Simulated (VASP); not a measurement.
Write the native input for VASP 6.6.1 that does the following.

- Task: single point
- Functional: r2SCAN
- Potentials or basis: VASP PAW PBE potentials, release 64 (Zn, Se)
- Cutoff: 520 eV
- k mesh: 10 × 10 × 10
- Occupations: gaussian, width 0.05 eV
- Spin: no spin polarisation
- Dipole correction: no
- Further INCAR settings: ALGO = Normal; EDIFF = 1e-06; NBANDS = 16

Crystal: ZnSe.

```
Zn Se
1.0
     0.00000    2.78809    2.92749
     2.78809    0.00000    2.92749
     2.78809    2.78809    0.00000
Zn Se
1 1
Direct
  0.00000 0.00000 0.00000
  0.75000 0.75000 0.75000
```

This cell differs from its parent crystal: ratio of the length along z to the lengths across it x 1.05, volume and fractional coordinates fixed.

One way to write it, as run:

POSCAR

```
ZnSe
1.0
    0.0000000000      2.7880855544      2.9274898321
    2.7880855544      0.0000000000      2.9274898321
    2.7880855544      2.7880855544      0.0000000000
Zn Se
1 1
Direct
    0.0000000000      0.0000000000      0.0000000000
    0.7500000000      0.7500000000      0.7500000000
```

INCAR.step1

```
SYSTEM = ZnSe
PREC = Accurate
ENCUT = 520
ISMEAR = 0
SIGMA = 0.05
LREAL = .False.
LASPH = .True.
NELM = 60
NBANDS = 16
GGA = PE
ALGO = Normal
EDIFF = 1E-4
LWAVE = .True.
LCHARG = .False.
```

INCAR.step2

```
SYSTEM = ZnSe
PREC = Accurate
ENCUT = 520
EDIFF = 1E-6
ISMEAR = 0
SIGMA = 0.05
LREAL = .False.
LASPH = .True.
NELM = 60
ALGO = Normal
ISIF = 2
LWAVE = .False.
LCHARG = .False.
METAGGA = R2SCAN
LMIXTAU = .True.
NBANDS = 16
ISTART = 1
```

KPOINTS

```
Automatic mesh
0
Gamma
  10 10 10
  0 0 0
```

Potentials or basis: VASP PAW PBE potentials, release 64 (Zn, Se).

Command:

```bash
$ cat potpaw_PBE.64/Zn/POTCAR potpaw_PBE.64/Se/POTCAR > POTCAR
$ cp INCAR.step1 INCAR
$ mpirun -np 1 vasp_std > vasp.out
$ cp INCAR.step2 INCAR
$ mpirun -np 1 vasp_std > vasp.out
```

It gave:

```yaml
Pressure: 0.0 GPa
Band_gap_on_the_k_mesh: 1.79 eV
```

Caveat: the PAW data sets were made with another functional, which shifts forces and pressure a little.

Wall time 2.6 min on 1 thread of Intel(R) Xeon(R) 6975P-C (Granite Rapids) (shared host), peak memory 0.22 GiB.
